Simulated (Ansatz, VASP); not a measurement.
# Si in VASP and in Ansatz

INCAR

```
SYSTEM = Si
PREC = Accurate
ENCUT = 520
EDIFF = 1E-6
ISMEAR = 0
SIGMA = 0.1
LREAL = .False.
LASPH = .True.
NELM = 80
ALGO = Normal
ISIF = 2
LWAVE = .False.
LCHARG = .False.
LDIPOL = .True.
IDIPOL = 3
DIPOL = 0.5 0.5 0.500
NBANDS = 11
```

KPOINTS

```
Automatic mesh
0
Gamma
  15 15 1
  0 0 0
```

File POSCAR:

```
Si
1.0
    4.0150000000      0.0000000000      0.0000000000
   -2.0075000000      3.4770919962      0.0000000000
    0.0000000000      0.0000000000     28.0000000000
Si
2
Direct
    0.3333333333      0.6666666667      0.5127500000
    0.6666666667      0.3333333333      0.4872500000
```

Input for Ansatz:

```yaml
crystal:
  lattice:
    - [4.015, 0.0, 0.0]
    - [-2.0075, 3.4770919962, 0.0]
    - [0.0, 0.0, 28.0]
  atoms:
    - { symbol: Si, position: [0.3333333333, 0.6666666667, 0.51275] }
    - { symbol: Si, position: [0.6666666667, 0.3333333333, 0.48725] }
  periodic: [true, true, false]
basis:
  ecutwfc: 420
kpoints:
  mp_grid: { grid: [15, 15, 1] }
hamiltonian:
  xc: lda
  pseudopotentials: { kind: paw, azcp: { folder: soft_1 } }
scf:
  occupations: { method: gaussian, width: 0.1 }
output:
  forces: true
  stress: true
  eigenvalues: true
```

Alike in both runs: task single point; functional LDA; k mesh 15 × 15 × 1; occupations gaussian, width 0.1 eV; no spin polarisation.

|  | VASP | Ansatz |
| --- | --- | --- |
| version | VASP 6.6.1 | Ansatz 0.2.0 |
| potentials or method | VASP PAW LDA potentials, release 64 (Si), cutoff 520 eV | scalar-relativistic, plane waves, PAW |
| valence electrons in the cell | 8 | 8 |

VASP gave:

- gap on the k mesh at the Fermi level (eV): none
- rms of the force components (eV/Å): 0.634

Question: What did Ansatz give for the same quantities?

Answer: gap on the k mesh at the Fermi level (eV): none; rms of the force components (eV/Å): 0.632.

Ansatz warns that its potentials were made for another functional, while VASP's fit it. LDA's correlation is that of Perdew and Zunger in VASP and of Perdew and Wang (1992) in Ansatz. Atom by atom the forces differ by 0.003 eV/Å (rms over components). A gap of «none» marks a metal or a gap that the smearing closes.
